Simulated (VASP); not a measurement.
# NaI in VASP: further runs, part 2 of 2

VASP 6.6.1. Earlier steps stand in the parts before.

## 3. Single point, PBE

This run uses another cell than the first one, of 33.69 Å³/atom.

File INCAR:

```
SYSTEM = NaI
  PREC = Accurate
  ENCUT = 520
  EDIFF = 1E-6
  ISMEAR = -1
  SIGMA = 0.02
  LREAL = .False.
  LASPH = .True.
  NELM = 100
  ALGO = Normal
  ISIF = 2
  LWAVE = .False.
  LCHARG = .False.
  GGA = PE
  NBANDS = 14
```

File KPOINTS:

```
regular mesh
0
Gamma
  8 8 8
  0 0 0
```

File POSCAR:

```
NaI
1.0
    0.0000000000      3.2296282834      3.2296282834
    3.2296282834      0.0000000000      3.2296282834
    3.2296282834      3.2296282834      0.0000000000
Na I
1 1
Direct
    0.0000000000      0.0000000000      0.0000000000
    0.5000000000      0.5000000000      0.5000000000
```

Potentials or basis: VASP PAW PBE potentials, release 64 (Na_pv, I).

Run with:

```console
cat potpaw_PBE.64/Na_pv/POTCAR potpaw_PBE.64/I/POTCAR > POTCAR
mpirun -np 1 vasp_std > vasp.out
```

OUTCAR:

```text
SYSTEM = NaI
   PREC = Accurate
   ENCUT = 520
   EDIFF = 1E-6
   ISMEAR = -1
   LREAL = .False.
   LASPH = .True.
   NELM = 100
   ISIF = 2
   GGA = PE

 ion  position               nearest neighbor table
   1  0.000  0.000  0.000-
   2  0.500  0.500  0.500-

  LATTYP: Found a face centered cubic cell.
 ALAT       =     6.4592565668

  Lattice vectors:

 A1 = (   0.0000000000,   3.2296282834,   3.2296282834)
 A2 = (   3.2296282834,   0.0000000000,   3.2296282834)
 A3 = (   3.2296282834,   3.2296282834,   0.0000000000)

Analysis of symmetry for initial positions (statically):
=====================================================================
 Subroutine PRICEL returns:
 Original cell was already a primitive cell.

 Routine SETGRP: Setting up the symmetry group for a
 face centered cubic supercell.

 Subroutine GETGRP returns: Found 48 space group operations
 (whereof 48 operations were pure point group operations)
 out of a pool of 48 trial point group operations.

The static configuration has the point symmetry O_h .

Analysis of symmetry for dynamics (positions and initial velocities):
=====================================================================
 Subroutine PRICEL returns:
 Original cell was already a primitive cell.

 Routine SETGRP: Setting up the symmetry group for a
 face centered cubic supercell.

 Subroutine GETGRP returns: Found 48 space group operations
 (whereof 48 operations were pure point group operations)
 out of a pool of 48 trial point group operations.

The dynamic configuration has the point symmetry O_h .

 Subroutine INISYM returns: Found 48 space group operations
 (whereof 48 operations are pure point group operations),
 and found     1 'primitive' translations

----------------------------------------------------------------------------------------

                                     Primitive cell

  volume of cell :      67.3733

  direct lattice vectors                    reciprocal lattice vectors
     0.000000000  3.229628283  3.229628283    -0.154816578  0.154816578  0.154816578
     3.229628283  0.000000000  3.229628283     0.154816578 -0.154816578  0.154816578
     3.229628283  3.229628283  0.000000000     0.154816578  0.154816578 -0.154816578

  length of vectors
     4.567384120  4.567384120  4.567384120     0.268150179  0.268150179  0.268150179

  position of ions in fractional coordinates (direct lattice)
     0.000000000  0.000000000  0.000000000
     0.500000000  0.500000000  0.500000000

  ion indices of the primitive-cell ions
   primitive index   ion index
                 1           1
                 2           2

----------------------------------------------------------------------------------------

 KPOINTS: regular mesh

Automatic generation of k-mesh.
 Grid dimensions read from file:
 generate k-points for:    8    8    8

 Generating k-lattice:

  Cartesian coordinates                     Fractional coordinates (reciprocal lattice)
    -0.019352072  0.019352072  0.019352072     0.125000000  0.000000000  0.000000000
     0.019352072 -0.019352072  0.019352072     0.000000000  0.125000000  0.000000000
     0.019352072  0.019352072 -0.019352072     0.000000000  0.000000000  0.125000000

  Length of vectors
     0.033518772  0.033518772  0.033518772

  Shift w.r.t. Gamma in fractional coordinates (k-lattice)
     0.000000000  0.000000000  0.000000000

 Subroutine IBZKPT returns following result:
 ===========================================

 Found     29 irreducible k-points:

 Following reciprocal coordinates:
            Coordinates               Weight
  0.000000  0.000000  0.000000      1.000000
  0.125000  0.000000  0.000000      8.000000
  0.250000  0.000000  0.000000      8.000000
  0.375000  0.000000  0.000000      8.000000
  0.500000  0.000000  0.000000      4.000000
  0.125000  0.125000  0.000000      6.000000
[... 16 lines left out ...]
  0.500000  0.250000  0.125000     48.000000
 -0.375000  0.250000  0.125000     24.000000
 [... further k-points ...]
   k-points           NKPTS =     29   k-points in BZ     NKDIM =     29   number of bands    NBANDS=     14
   number of dos      NEDOS =    301   number of ions     NIONS =      2
   total plane-waves  NPLWV =  46656
   dimension x,y,z NGX =    36 NGY =   36 NGZ =   36
   dimension x,y,z NGXF=    72 NGYF=   72 NGZF=   72
   ions per type =               1   1
   NGX,Y,Z   is equivalent  to a cutoff of  13.10, 13.10, 13.10 a.u.
   NGXF,Y,Z  is equivalent  to a cutoff of  26.21, 26.21, 26.21 a.u.
 SYSTEM =  NaI
   PREC   = accura    normal or accurate (medium, high low for compatibility)
   ISTART =      0    job   : 0-new  1-cont  2-samecut
   ICHARG =      2    charge: 1-file 2-atom 10-const
   ISPIN  =      1    spin polarized calculation?
   LNONCOLLINEAR =      F non collinear calculations
   LSORBIT =      F    spin-orbit coupling
   LASPH  =      T    aspherical Exc in radial PAW
   ENCUT  =  520.0 eV  38.22 Ry    6.18 a.u.   8.49  8.49  8.49*2*pi/ulx,y,z
   NELM   =    100;   NELMIN=  2; NELMDL= -5     # of ELM steps
   EDIFF  = 0.1E-05   stopping-criterion for ELM
   LREAL  =      F    real-space projection
   EDIFFG = 0.1E-04   stopping-criterion for IOM
   NSW    =      0    number of steps for IOM
   IBRION =     -1    ionic relax: 0-MD 1-quasi-New 2-CG
   NFREE  =      0    steps in history (QN), initial steepest desc. (CG)
   ISIF   =      2    stress and relaxation
   ISYM   =      2    0-nonsym 1-usesym 2-fastsym
   POTIM  = 0.5000    time-step for ionic-motion
   TEBEG  =    0.0;   TEEND  =   0.0 temperature during run
   PSTRESS=    0.0 pullay stress
   NELECT =      14.0000    total number of electrons
   NUPDOWN=      -1.0000    fix difference up-down
   EMIN   =  10.00;   EMAX   =-10.00  energy-range for DOS
   EFERMI =   0.00;   METHOD = LEGACY
   ISMEAR =    -1;   SIGMA  =   0.02  broadening in eV -4-tet -1-fermi 0-gaus
   EFERMI_NEDOS =   21; number of points for ismear=-14 and -15
   IALGO  =     38    algorithm
   IMIX   =      4    mixing-type and parameters
     AMIX     =   0.40;   BMIX     =  1.00
     AMIX_MAG =   1.60;   BMIX_MAG =  1.00
  volume/ion in A,a.u.               =      33.69       227.33
  Fermi-wavevector in a.u.,A,eV,Ry     =   0.969665  1.832401 12.792876  0.940250
  Thomas-Fermi vector in A             =   2.099736
   LORBIT       =      0    0 simple, 1 ext, 2 COOP (PROOUT), +10 PAW based schemes
   GGA     = PE    functional components
   LHFCALC =     F    Hartree Fock is set to
   AEXX    =    0.0000 exact exchange contribution
   IVDW    =     0    specifies the selected vdW correction
   LEPSILON=     F    determine dielectric tensor
   LRPA    =     F    only Hartree local field effects (RPA)
 non-spin polarized calculation
  energy-cutoff  :      520.00
  volume of cell :       67.37
 maximum number of plane-waves:      1839
 NGX is ok and might be reduce to    36
   NGX = 17   NGY = 17   NGZ = 17

 number of electron      13.9999994 magnetization

 Free energy of the ion-electron system (eV)
  ---------------------------------------------------
  ext. energy  EPLUGINS =         0.00000000
  ---------------------------------------------------
  free energy    TOTEN  =        -5.38375755 eV

  energy without entropy =       -5.38375755  energy(sigma->0) =       -5.38375755

 E-fermi :   1.3419     XC(G=0):  -7.7302

 val. band max:        0.8502222661   @ k =   0.0000   0.0000   0.0000
 cond. band min:       4.5075422816   @ k =   0.0000   0.0000   0.0000
 fundamental gap:      3.6573200155
 Fermi energy:         1.3418579252

 k-point     1 :       0.0000    0.0000    0.0000
  band No.  band energies     occupation
      1     -21.5817      2.00000
      2     -21.5817      2.00000
      3     -21.5817      2.00000
      4     -10.1836      2.00000
      5       0.8502      2.00000
      6       0.8502      2.00000
      7       0.8502      2.00000
      8       4.5075      0.00000
      9       8.7800      0.00000
     10       8.7800      0.00000
     11       8.7800      0.00000
     12      10.6086      0.00000
     13      10.6086      0.00000
     14      11.2894      0.00000
[... 377 lines left out ...]
      1     -21.5862      2.00000
      2     -21.5833      2.00000
      3     -21.5825      2.00000
      4      -9.8208      2.00000
      5      -1.0759      2.00000
      6      -0.0716      2.00000
      7       0.3588      2.00000
      8       6.9938      0.00000
      9       7.1574      0.00000
     10       9.1289      0.00000
     11       9.1465      0.00000
     12      11.3577      0.00000
     13      12.3238      0.00000
     14      13.5735      0.00000

 [... further k-points ...]

------------------------ aborting loop because EDIFF is reached ----------------------------------------

  FORCE on cell =-STRESS in cart. coord.  units (eV):
  Direction    XX          YY          ZZ          XY          YZ          ZX
  --------------------------------------------------------------------------------------
  -------------------------------------------------------------------------------------
  Total        0.2324200      0.2324200      0.2324200      0.0000000      0.0000000     -0.0000000
  in kB        5.5270892      5.5270892      5.5270892      0.0000000      0.0000000     -0.0000000
  external PRESSURE =       5.5270892 kB  Pullay stress =       0.0000000 kB

 VOLUME and BASIS-vectors are now :
 -----------------------------------------------------------------------------
  energy-cutoff  :      520.00
  volume of cell :       67.37
      direct lattice vectors                 reciprocal lattice vectors
     0.000000000  3.229628283  3.229628283    -0.154816578  0.154816578  0.154816578
     3.229628283  0.000000000  3.229628283     0.154816578 -0.154816578  0.154816578
     3.229628283  3.229628283  0.000000000     0.154816578  0.154816578 -0.154816578

 POSITION                                       TOTAL-FORCE (eV/Angst)
 -----------------------------------------------------------------------------------
      0.00000      0.00000      0.00000         0.000000      0.000000      0.000000
      3.22963      3.22963      3.22963        -0.000000     -0.000000     -0.000000
 -----------------------------------------------------------------------------------
    total drift:                                0.000000      0.000000      0.000000

  FREE ENERGIE OF THE ION-ELECTRON SYSTEM (eV)
  ---------------------------------------------------
  free  energy   TOTEN  =        -5.3837575493 eV

  energy  without entropy=       -5.3837575493  energy(sigma->0) =       -5.38375755
```

OSZICAR:

```text
N       E                     dE             d eps       ncg     rms          rms(c)
DAV:   1     0.807016782550E+02    0.80702E+02   -0.65267E+03   812   0.887E+02
DAV:   2     0.778275891456E+00   -0.79923E+02   -0.74417E+02   848   0.220E+02
DAV:   3    -0.529855360863E+01   -0.60768E+01   -0.60406E+01  1052   0.590E+01
DAV:   4    -0.544767880913E+01   -0.14913E+00   -0.14909E+00  1024   0.946E+00
DAV:   5    -0.545056513624E+01   -0.28863E-02   -0.28863E-02  1098   0.125E+00    0.163E+00
DAV:   6    -0.539023124559E+01    0.60334E-01   -0.69958E-02   974   0.153E+00    0.111E+00
DAV:   7    -0.538173959197E+01    0.84917E-02   -0.63999E-02  1040   0.130E+00    0.609E-01
DAV:   8    -0.538377852286E+01   -0.20389E-02   -0.53124E-03   950   0.575E-01    0.179E-01
DAV:   9    -0.538374240476E+01    0.36118E-04   -0.21088E-04   938   0.126E-01    0.381E-02
DAV:  10    -0.538375660179E+01   -0.14197E-04   -0.35332E-05  1010   0.602E-02    0.104E-02
DAV:  11    -0.538375754931E+01   -0.94752E-06   -0.40954E-06   992   0.193E-02
   1 F= -.53837575E+01 E0= -.53837575E+01  d E =-.231566E-12
```

stdout:

```text
POSCAR found type information on POSCAR NaI
 POSCAR found :  2 types and       2 ions
 scaLAPACK will be used
 LDA part: xc-table for (Slater+PW92), standard interpolation
 POSCAR, INCAR and KPOINTS ok, starting setup
 FFT: planning ... GRIDC
 FFT: planning ... GRID_SOFT
 FFT: planning ... GRID
 WAVECAR not read
 entering main loop
```

Wall time 23 s (1 thread of AMD EPYC 7R13 (Zen 3), shared host); peak memory 0.18 GiB.

Results:

```
Free energy            : -5.3838 eV
Pressure               : 0.6 GPa
Band gap on the k mesh : 3.66 eV
```

Caveat: spin-orbit coupling is left out, which moves the levels of the heavy elements.

## 4. Single point, PBE (strain +1.7%)

File INCAR:

```
ALGO = Normal ; EDIFF = 1E-6
ENCUT = 520 ; GGA = PE
ISIF = 2 ; ISMEAR = -1
LASPH = T ; LCHARG = F
LREAL = F ; LWAVE = F
NBANDS = 14 ; NELM = 80
PREC = Accurate ; SIGMA = 0.02
```

File KPOINTS:

```
k-points
0
Gamma
  8 8 8
```

File POSCAR:

```
NaI
1.0
    0.0000000000      3.2842090014      3.2842090014
    3.2842090014      0.0000000000      3.2842090014
    3.2842090014      3.2842090014      0.0000000000
Na I
1 1
Direct
    0.0000000000      0.0000000000      0.0000000000
    0.5000000000      0.5000000000      0.5000000000
```

Run with:

```console
cat potpaw_PBE.64/Na_pv/POTCAR potpaw_PBE.64/I/POTCAR > POTCAR
mpirun -np 1 vasp_std > vasp.out
```

It took 24 s on 1 thread of AMD EPYC 7R13 (Zen 3), shared host; peak memory 0.18 GiB.

Results (log left out):

```
Free energy            : -5.3867 eV
Pressure               : -0.2 GPa
Band gap on the k mesh : 3.53 eV
```

Levels at points of the mesh, in eV from the valence-band top:
```
           k point  band 5  band 6  band 7  band 8  band 9  band 10
(0.00, 0.00, 0.00)    0.00    0.00    0.00    3.53    7.93     7.93
(0.50, 0.00, 0.00)   -2.03   -0.26   -0.26    5.08    7.40     7.40
(0.50, 0.50, 0.00)   -1.76   -0.69   -0.69    4.46    5.63     9.59
```

Caveat: the cell differs from its parent crystal (strain +1.7%); spin-orbit coupling is left out, which moves the levels of the heavy elements. A k mesh can miss the band edges.

## 5. Single point, PBE (strain +5.5%)

File INCAR:

```
SYSTEM = NaI
ALGO = Normal
EDIFF = 1E-6
ENCUT = 520
GGA = PE
ISIF = 2
ISMEAR = -1
LASPH = .TRUE.
LCHARG = .TRUE.
LELF = .TRUE.
LREAL = .FALSE.
LVHAR = .TRUE.
LWAVE = .FALSE.
NBANDS = 14
NELM = 100
PREC = Accurate
SIGMA = 0.02
```

File KPOINTS:

```
k-points
0
G
  8 8 8
  0 0 0
```

File POSCAR:

```
NaI
1.0
    0.0000000000      3.4056430248      3.4056430248
    3.4056430248      0.0000000000      3.4056430248
    3.4056430248      3.4056430248      0.0000000000
Na I
1 1
Direct
    0.0000000000      0.0000000000      0.0000000000
    0.5000000000      0.5000000000      0.5000000000
```

Run with:

```console
cat potpaw_PBE.64/Na_pv/POTCAR potpaw_PBE.64/I/POTCAR > POTCAR
mpirun -np 1 vasp_std > vasp.out
```

Wall time 25 s (1 thread of AMD EPYC 7R13 (Zen 3), shared host); peak memory 0.18 GiB.

The run converged. Its results:

- Free energy: -5.3411 eV
- Pressure: -1.4 GPa
- Band gap on the k mesh: 3.28 eV

Levels at points of the mesh, in eV from the valence-band top:
```tsv
k point	band 4	band 5	band 6	band 7	band 8	band 9	band 10	band 11
(0.00, 0.00, 0.00)	-10.68	0.00	0.00	0.00	3.28	7.89	7.89	7.89
(0.50, 0.00, 0.00)	-10.49	-1.69	-0.20	-0.20	5.03	7.29	7.29	7.65
(0.50, 0.50, 0.00)	-10.44	-1.46	-0.56	-0.56	4.35	5.78	8.95	10.40
```

Caveat: the cell differs from its parent crystal (strain +5.5%); spin-orbit coupling is left out, which moves the levels of the heavy elements. A k mesh can miss the band edges.

## 6. Summary

| cell | k mesh | smearing | gap on the mesh (eV) | pressure (GPa) |
| --- | --- | --- | --- | --- |
| a = 4.567, b = 4.687, c = 4.687 Å, angles 58.3, 60.8, 60.8°, 2 atoms | 4 × 4 × 4 | gaussian 0.01 eV | 3.50 | -0.1 |
| a = 4.567 Å, angles 60.0°, 2 atoms | 8 × 8 × 8 | fermi-dirac 0.02 eV | 3.66 | 0.6 |
| a = 4.645 Å, angles 60.0°, 2 atoms | 8 × 8 × 8 | fermi-dirac 0.02 eV | 3.53 | -0.2 |
| a = 4.816 Å, angles 60.0°, 2 atoms | 8 × 8 × 8 | fermi-dirac 0.02 eV | 3.28 | -1.4 |

Alike in all rows: task single point; level PBE; potentials or basis VASP PAW PBE potentials, release 64 (Na_pv, I); no spin polarisation; cutoff (eV) 520.

Caveats: spin-orbit coupling is left out, which moves the levels of the heavy elements.

Total energies depend on the potentials used, so only differences within one code and one set of settings carry meaning.
